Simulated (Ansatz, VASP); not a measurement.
# SiGe: VASP beside Ansatz

```xyz
4
Lattice="3.8458 0.0000 0.0000 -1.9229 3.3306 0.0000 0.0000 0.0000 6.2601" Properties=species:S:1:pos:R:3 pbc="T T T"
Si    1.9229    1.1102    5.4742
Si    0.0000    2.2204    2.3442
Ge    1.9229    1.1102    3.1334
Ge    0.0000    2.2204    0.0033
```

Change from the starting cell: strain -0.015 along x and y, -0.030 along z, atoms carried along.

Alike in both runs: task single point; functional r2SCAN; k mesh 12 × 12 × 4; occupations gaussian, width 0.05 eV; no spin polarisation.

|  | VASP | Ansatz |
| --- | --- | --- |
| version | VASP 6.6.1 | Ansatz 0.2.0 |
| potentials or method | VASP PAW PBE potentials, release 64 (Si, Ge_d), cutoff 520 eV | scalar-relativistic, plane waves, PAW |
| valence electrons in the cell | 36 | 36 |

```tsv
	VASP	Ansatz	Ansatz less VASP
gap on the k mesh at the Fermi level (eV)	0.48	0.48	0.000
least direct gap on the mesh (eV)	0.78	0.79	+0.008
pressure (GPa)	5.9	5.9	+0.04
traceless stress, the component that is largest in VASP (GPa)	2.76	2.77	+0.007
rms of the force components (eV/Å)	0.102	0.102	-0.0009
```

VASP's potentials were made for PBE, not for r2SCAN. Atom by atom the forces differ by 0.001 eV/Å (rms over components).
